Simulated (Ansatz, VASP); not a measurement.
## Two plane-wave programs on BaAg2F6

```
Ba Ag F
1.0
     6.07021    0.00985   -0.01396
     3.01653    5.35415    0.00195
     3.02005    1.69266    5.08124
Ba Ag F
1 2 6
Direct
  0.49151 0.48060 0.51946
  0.24867 0.25106 0.24978
  0.75162 0.75011 0.74894
  0.54377 0.05640 0.43327
  0.92568 0.46748 0.09635
  0.46858 0.55466 0.92944
  0.48839 0.04541 0.95399
  0.06062 0.91909 0.54357
  0.02117 0.47520 0.52520
```

Change from the starting cell: cell x1, atoms moved at random (sigma 0.05 Å) and cell strained at random (1.5 %), then relaxed without symmetry.

Alike in both runs: functional PBE; k mesh 4 × 4 × 4; occupations gaussian, width 0.2 eV; no spin polarisation.

Ansatz relaxed the structure, and its values are those at the end. VASP's run is a single point on that final structure, the one shown.

|  | VASP | Ansatz |
| --- | --- | --- |
| version | VASP 6.6.1 | Ansatz 0.2.0 |
| potentials or method | VASP PAW PBE potentials, release 64 (Ba_sv, Ag, F), cutoff 520 eV | scalar-relativistic, plane waves, PAW |
| valence electrons in the cell | 74 | 90 |

```tsv
	VASP	Ansatz	Ansatz less VASP
gap on the k mesh at the Fermi level (eV)	none	none	-
pressure (GPa)	0.1	0.0	-0.06
rms of the force components (eV/Å)	0.029	0.003	-0.0263
```

A gap of «none» marks a metal or a gap that the smearing closes. VASP's potentials hold 74 valence electrons a cell and Ansatz's 90, so a difference there can come from the potentials and not from the codes.

Neither program's run includes spin-orbit coupling.
